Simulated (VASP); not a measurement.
# LiSi16 (a cell with a defect) in VASP: notebook, part 2 of 2

VASP 6.6.1. The steps go on from the part before.

## (3) Single point, r2SCAN

POSCAR

```
LiSi16
1.0
    0.0000000000      5.4300000000      5.4300000000
    5.4300000000      0.0000000000      5.4300000000
    5.4300000000      5.4300000000      0.0000000000
Si Li
16 1
Direct
    0.0007983784      0.0000621908     -0.0005610416
    0.1228995097      0.1227902572      0.1226837267
   -0.0017548454     -0.0018797065      0.5017627183
    0.1229787104      0.1228663636      0.6313504335
   -0.0018343866      0.5020126990     -0.0020447509
    0.1227867038      0.6320086173      0.1225801326
   -0.0018017036      0.5020174548      0.5017623152
    0.1274732457      0.6242640259      0.6240979691
    0.5023120332     -0.0020574400     -0.0021413094
    0.6327857797      0.1224522549      0.1223611020
    0.5023174998     -0.0020257389      0.5017846442
    0.6244059360      0.1275009866      0.6240140913
    0.5023086321      0.5020282936     -0.0021850170
    0.6243409328      0.6241136484      0.1275268660
    0.4999925073      0.4999984505      0.5000063504
    0.6243670116      0.6241385906      0.6239787376
    0.2521669953      1.2500841822      0.2485668420
```

INCAR.step1

```
SYSTEM = LiSi16
ALGO = Normal ; EDIFF = 1E-4
ENCUT = 520 ; GGA = PE
ISMEAR = 0 ; LASPH = .True.
LCHARG = .False. ; LREAL = Auto
LWAVE = .True. ; NBANDS = 48
NELECT = 66.0 ; NELM = 100
PREC = Accurate ; SIGMA = 0.05
```

INCAR.step2

```
SYSTEM = LiSi16
ALGO = Normal ; EDIFF = 1E-7
ENCUT = 520 ; ISIF = 2
ISMEAR = 0 ; ISTART = 1
LASPH = .True. ; LCHARG = .True.
LELF = .True. ; LMIXTAU = .True.
LREAL = Auto ; LVHAR = .True.
LWAVE = .False. ; METAGGA = R2SCAN
NBANDS = 48 ; NELECT = 66.0
NELM = 100 ; PREC = Accurate
SIGMA = 0.05
```

KPOINTS

```
k-points
0
Gamma
  2 2 2
  0 0 0
```

Potentials or basis: VASP PAW PBE potentials, release 64 (Si, Li_sv).

Command:

```bash
> cat potpaw_PBE.64/Si/POTCAR potpaw_PBE.64/Li_sv/POTCAR > POTCAR
> cp INCAR.step1 INCAR
> mpirun -np 1 vasp_std > vasp.out
> cp INCAR.step2 INCAR
> mpirun -np 1 vasp_std > vasp.out
```

OUTCAR:

```text
SYSTEM = LiSi16
   EDIFF = 1E-7
   ENCUT = 520
   ISIF = 2
   ISMEAR = 0
   ISTART = 1
   LASPH = .True.
   LREAL = Auto
   METAGGA = R2SCAN
   NELECT = 66.0
   NELM = 100
   PREC = Accurate

 ion  position               nearest neighbor table
   1  0.001  0.000  0.999-  10 2.31   6 2.31   2 2.31   4 2.31
   2  0.123  0.123  0.123-   1 2.31   3 2.38   5 2.38   9 2.38  17 2.40
   3  0.998  0.998  0.502-  12 2.34   8 2.34   4 2.38   2 2.38  17 2.75
   4  0.123  0.123  0.631-   1 2.31   3 2.38   7 2.38  11 2.38  17 2.40
   5  0.998  0.502  0.998-  14 2.34   8 2.34   2 2.38   6 2.38  17 2.74
   6  0.123  0.632  0.123-   1 2.31   7 2.38   5 2.38  13 2.38  17 2.39
   7  0.998  0.502  0.502-  16 2.34   8 2.34   4 2.38   6 2.38  17 2.74
   8  0.127  0.624  0.624-  15 2.34   3 2.34   7 2.34   5 2.34
   9  0.502  0.998  0.998-  14 2.34  12 2.34   2 2.38  10 2.38  17 2.73
  10  0.633  0.122  0.122-   1 2.31  11 2.38   9 2.38  13 2.38  17 2.39
  11  0.502  0.998  0.502-  16 2.34  12 2.34   4 2.38  10 2.38  17 2.73
  12  0.624  0.128  0.624-  15 2.34   3 2.34  11 2.34   9 2.34
  13  0.502  0.502  0.998-  14 2.34  16 2.34   6 2.38  10 2.38  17 2.73
[... 211 lines left out ...]
  band No.  band energies     occupation
      1     -42.1150      2.00000
      2      -6.5772      2.00000
      3      -4.2055      2.00000
      4      -4.1462      2.00000
      5      -4.1462      2.00000
      6      -4.1461      2.00000
[... 373 lines left out ...]
     44      10.5671      0.00000
     45      10.6552      0.00000
 [bands above 45 left out]

------------------------ aborting loop because EDIFF is reached ----------------------------------------

  FORCE on cell =-STRESS in cart. coord.  units (eV):
  Direction    XX          YY          ZZ          XY          YZ          ZX
  --------------------------------------------------------------------------------------
  -------------------------------------------------------------------------------------
  Total       -4.0879185     -4.0906615     -4.0760488     -0.0158635      0.0091316     -0.0131599
  in kB      -20.4542389    -20.4679638    -20.3948478     -0.0793743      0.0456905     -0.0658468
  external PRESSURE =     -20.4390168 kB  Pullay stress =       0.0000000 kB

 VOLUME and BASIS-vectors are now :
 -----------------------------------------------------------------------------
  energy-cutoff  :      520.00
  volume of cell :      320.21
      direct lattice vectors                 reciprocal lattice vectors
     0.000000000  5.430000000  5.430000000    -0.092081031  0.092081031  0.092081031
     5.430000000  0.000000000  5.430000000     0.092081031 -0.092081031  0.092081031
     5.430000000  5.430000000  0.000000000     0.092081031  0.092081031 -0.092081031

 POSITION                                       TOTAL-FORCE (eV/Angst)
 -----------------------------------------------------------------------------------
      5.42729      5.43129      0.00467         0.002405      0.000108     -0.006689
      1.33292      1.33352      1.33410        -0.006973      0.003616      0.006457
      8.14436      8.14504     10.84026        -0.000434      0.000419     -0.004561
      4.09540      4.09601      1.33494        -0.004047      0.005806      0.005304
      8.14483     10.83894      8.14597         0.001028      0.000648     -0.001380
      4.09742      1.33234      4.09854        -0.006868      0.005351      0.006897
[... 9 lines left out ...]
      6.77728      6.77852      6.77939         0.011217      0.010505      0.005228
      2.70768      2.71898      2.72722         0.021327     -0.031108      0.005753
 -----------------------------------------------------------------------------------
    total drift:                                0.001634     -0.021382      0.041851

  FREE ENERGIE OF THE ION-ELECTRON SYSTEM (eV)
  ---------------------------------------------------
  free  energy   TOTEN  =      -147.8048745795 eV

  energy  without entropy=     -147.8048745795  energy(sigma->0) =     -147.80487458
```

OUTCAR.step1:

```text
SYSTEM = LiSi16
   EDIFF = 1E-4
   ENCUT = 520
   GGA = PE
   ISMEAR = 0
[... 640 lines left out ...]
      8.14483     10.83894      8.14597         0.001153      0.003122      0.000800
      4.09742      1.33234      4.09854        -0.010781      0.008429      0.003899
[... 9 lines left out ...]
      6.77728      6.77852      6.77939         0.006765      0.004729      0.003245
      2.70768      2.71898      2.72722         0.016740     -0.011143     -0.027425
 -----------------------------------------------------------------------------------
    total drift:                               -0.001790      0.000743      0.001688

  FREE ENERGIE OF THE ION-ELECTRON SYSTEM (eV)
  ---------------------------------------------------
  free  energy   TOTEN  =       -93.5138293957 eV

  energy  without entropy=      -93.5138293957  energy(sigma->0) =      -93.51382940
```

It took 8.8 min on 1 thread of Intel Xeon 6975P-C (Granite Rapids), shared host; peak memory 0.57 GiB.

Results:

* Free energy: -147.8049 eV
* Largest force: 0.038 eV/Å

Forces in eV/Å, atoms in the order of the input:
```
Si   0.002  0.000 -0.007
Si  -0.007  0.004  0.006
Si   0.000  0.000 -0.005
Si  -0.004  0.006  0.005
Si   0.001  0.001 -0.001
Si  -0.007  0.005  0.007
Si   0.002 -0.001 -0.001
Si   0.006 -0.004 -0.010
Si   0.003  0.006  0.002
Si  -0.002  0.001  0.004
Si  -0.006 -0.001  0.003
Si  -0.007  0.009 -0.013
Si  -0.003  0.004 -0.007
Si  -0.010 -0.010  0.006
Si   0.000  0.002 -0.002
Si   0.011  0.011  0.005
Li   0.021 -0.031  0.006
```

Levels at points of the mesh, in eV from the Fermi level:
```csv
k point,band 30,band 31,band 32,band 33,band 34,band 35,band 36,band 37
"(0.00, 0.00, 0.00)",-1.58,-0.38,-0.38,-0.38,0.46,0.46,0.46,0.53
"(0.50, 0.00, 0.00)",-1.25,-1.25,-1.15,-1.15,1.05,1.25,1.25,1.45
"(0.00, 0.50, 0.00)",-1.25,-1.25,-1.15,-1.15,1.06,1.24,1.25,1.45
"(0.00, 0.00, 0.50)",-1.25,-1.25,-1.15,-1.15,1.06,1.24,1.25,1.45
"(0.50, 0.50, 0.50)",-1.25,-1.25,-1.15,-1.15,1.06,1.24,1.25,1.45
"(0.50, 0.50, 0.00)",-1.82,-1.82,-1.78,-1.73,0.88,0.96,2.10,2.21
"(0.00, 0.50, 0.50)",-1.82,-1.82,-1.78,-1.73,0.88,0.96,2.10,2.21
"(0.50, 0.00, 0.50)",-1.82,-1.82,-1.78,-1.73,0.88,0.96,2.10,2.21
```

Caveat: the k points lie up to 0.50 Å⁻¹ apart; the cell carries a net charge on a neutralising background, which shifts energy and pressure; the cell is charged against a uniform background, so pressure and absolute levels hang on convention; the cutoff is under 1.25 times the usual one of these potentials, so pressure, stress and relaxed cells hold a basis-set (Pulay) error; the PAW data sets were made with another functional, which shifts forces and pressure a little.

## (4) Single point, r2SCAN

POSCAR

```
LiSi16
1.0
    0.0000000000      5.4300000000      5.4300000000
    5.4300000000      0.0000000000      5.4300000000
    5.4300000000      5.4300000000      0.0000000000
Si Li
16 1
Direct
    0.0006040516     -0.0022907919      0.0005791897
    0.1227960405      0.1271225599      0.1227687845
   -0.0071863720      0.0024456722      0.5020953959
    0.1227765193      0.1271144567      0.6267829650
    0.0006066298      0.5009171271      0.0005817680
    0.1248105893      0.6251080110      0.1247872007
    0.0005961326      0.5009108656      0.4973889503
    0.1227823204      0.6231224678      0.6267867403
    0.5021224678      0.0024465930     -0.0072149171
    0.6268080110      0.1271150092      0.1227501842
    0.5020960405      0.0024229282      0.5020698895
    0.6247653775      0.1251327808      0.6247366483
    0.4974122468      0.5009115101      0.0005717311
    0.6268116022      0.6231233886      0.1227559853
    0.5021066298      0.4931793738      0.5020804788
    0.6267983425      0.6231088398      0.6267740331
    0.3747506446      0.8751401473      0.3747204420
```

INCAR.step1

```
ALGO = Normal
EDIFF = 1E-4
ENCUT = 520
GGA = PE
ISMEAR = 0
LASPH = T
LCHARG = F
LREAL = Auto
LWAVE = T
NBANDS = 48
NELECT = 66.0
NELM = 100
PREC = Accurate
SIGMA = 0.05
```

INCAR.step2

```
ALGO = Normal
EDIFF = 1E-7
ENCUT = 520
ISIF = 2
ISMEAR = 0
ISTART = 1
LASPH = T
LCHARG = F
LMIXTAU = T
LREAL = Auto
LWAVE = F
METAGGA = R2SCAN
NBANDS = 48
NELECT = 66.0
NELM = 100
PREC = Accurate
SIGMA = 0.05
```

KPOINTS

```
k-points
0
Gamma
  2 2 2
```

Potentials or basis: VASP PAW PBE potentials, release 64 (Si, Li_sv).

Command:

```bash
> cat potpaw_PBE.64/Si/POTCAR potpaw_PBE.64/Li_sv/POTCAR > POTCAR
> cp INCAR.step1 INCAR
> mpirun -np 1 vasp_std > vasp.out
> cp INCAR.step2 INCAR
> mpirun -np 1 vasp_std > vasp.out
```

OUTCAR:

```text
EDIFF = 1E-7
   ENCUT = 520
   ISIF = 2
   ISMEAR = 0
   ISTART = 1
   LASPH = T
   LREAL = Auto
   METAGGA = R2SCAN
   NELECT = 66.0
   NELM = 100
   PREC = Accurate

 ion  position               nearest neighbor table
   1  0.001  0.998  0.001-   6 2.34   2 2.34  10 2.34   4 2.34
[... 516 lines left out ...]
  -------------------------------------------------------------------------------------
  Total       -4.0887863     -4.0849067     -4.0887863     -0.0007028     -0.0007028     -0.0045036
  in kB      -20.4585809    -20.4391694    -20.4585809     -0.0035166     -0.0035167     -0.0225340
  external PRESSURE =     -20.4521104 kB  Pullay stress =       0.0000000 kB

 VOLUME and BASIS-vectors are now :
 -----------------------------------------------------------------------------
  energy-cutoff  :      520.00
  volume of cell :      320.21
      direct lattice vectors                 reciprocal lattice vectors
     0.000000000  5.430000000  5.430000000    -0.092081031  0.092081031  0.092081031
     5.430000000  0.000000000  5.430000000     0.092081031 -0.092081031  0.092081031
     5.430000000  5.430000000  0.000000000     0.092081031  0.092081031 -0.092081031

 POSITION                                       TOTAL-FORCE (eV/Angst)
 -----------------------------------------------------------------------------------
      5.42071      0.00643      5.42084         0.000771     -0.000642      0.000771
      1.35691      1.33342      1.35706        -0.000356      0.000317     -0.000356
      2.73966      8.11736      5.40426        -0.001304      0.001185      0.001195
      4.09366      4.07011      1.35691        -0.001482      0.000119     -0.000298
      2.72314      0.00645      2.72327        -0.000109     -0.000419     -0.000109
      4.07193      1.35532      4.07206         0.000475      0.002230      0.000475
[... 9 lines left out ...]
      6.78686      6.80690      6.78700         0.000343     -0.001714      0.000343
      6.78674      4.06963      6.78691        -0.000890     -0.006687     -0.000890
 -----------------------------------------------------------------------------------
    total drift:                               -0.009576     -0.009223      0.006533

  FREE ENERGIE OF THE ION-ELECTRON SYSTEM (eV)
  ---------------------------------------------------
  free  energy   TOTEN  =      -147.8050050955 eV

  energy  without entropy=     -147.8050050955  energy(sigma->0) =     -147.80500510
```

Wall time 7.3 min (1 thread of Intel Xeon 6975P-C (Granite Rapids), shared host); peak memory 0.56 GiB.

Results:

```
Free energy   : -147.8050 eV
Largest force : 0.007 eV/Å
```

Forces on the atoms (eV/Å):
```
Si   0.001 -0.001  0.001
Si   0.000  0.000  0.000
Si  -0.001  0.001  0.001
Si  -0.001  0.000  0.000
Si   0.000  0.000  0.000
Si   0.000  0.002  0.000
Si   0.001  0.001 -0.001
Si   0.000  0.000  0.001
Si   0.001  0.001 -0.001
Si   0.000  0.000 -0.001
Si  -0.001  0.000 -0.001
Si   0.001  0.003  0.001
Si  -0.001  0.001  0.001
Si   0.001  0.000  0.000
Si   0.001  0.000  0.001
Si   0.000 -0.002  0.000
Li  -0.001 -0.007 -0.001
```

Caveat: the k points lie up to 0.50 Å⁻¹ apart; the cell carries a net charge on a neutralising background, which shifts energy and pressure; the cell is charged against a uniform background, so pressure and absolute levels hang on convention; the cutoff is under 1.25 times the usual one of these potentials, so pressure, stress and relaxed cells hold a basis-set (Pulay) error; the PAW data sets were made with another functional, which shifts forces and pressure a little.
